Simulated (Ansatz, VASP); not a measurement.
## Two plane-wave programs on SbS2

```xyz
6
Lattice="3.6137 0.0000 0.0000 -1.8068 3.1295 0.0000 0.0000 0.0000 11.6917" Properties=species:S:1:pos:R:3 pbc="T T T"
Sb    0.0000    2.0864    2.9229
Sb    1.8068    1.0432    8.7688
S     0.0000    2.0864    7.0859
S     1.8068    1.0432    1.2400
S     0.0000    2.0864   10.4517
S     1.8068    1.0432    4.6058
```

Alike in both runs: task relaxation of cell and atoms; functional PBEsol; k mesh 12 × 12 × 4; occupations gaussian, width 0.1 eV; no spin polarisation.

|  | VASP | Ansatz |
| --- | --- | --- |
| version | VASP 6.6.1 | Ansatz 0.2.0 |
| potentials or method | VASP PAW PBE potentials, release 64 (Sb, S), cutoff 600 eV | scalar-relativistic, plane waves, PAW |
| valence electrons in the cell | 34 | 54 |

Ansatz gave:

```
gap on the k mesh at the Fermi level, each at its own relaxed structure (eV) : none
relaxed volume (Å³/atom)                                                     : 21.63
relaxed cell length with the largest relative difference (Å)                 : 11.278
```

What did VASP give for the same quantities?

gap on the k mesh at the Fermi level, each at its own relaxed structure (eV): none; relaxed volume (Å³/atom): 21.64; relaxed cell length with the largest relative difference (Å): 11.298.

VASP's potentials were made for PBE, not for PBEsol. A gap of «none» marks a metal or a gap that the smearing closes. VASP's potentials hold 34 valence electrons a cell and Ansatz's 54, so a difference there can come from the potentials and not from the codes.

Spin-orbit coupling is off throughout.
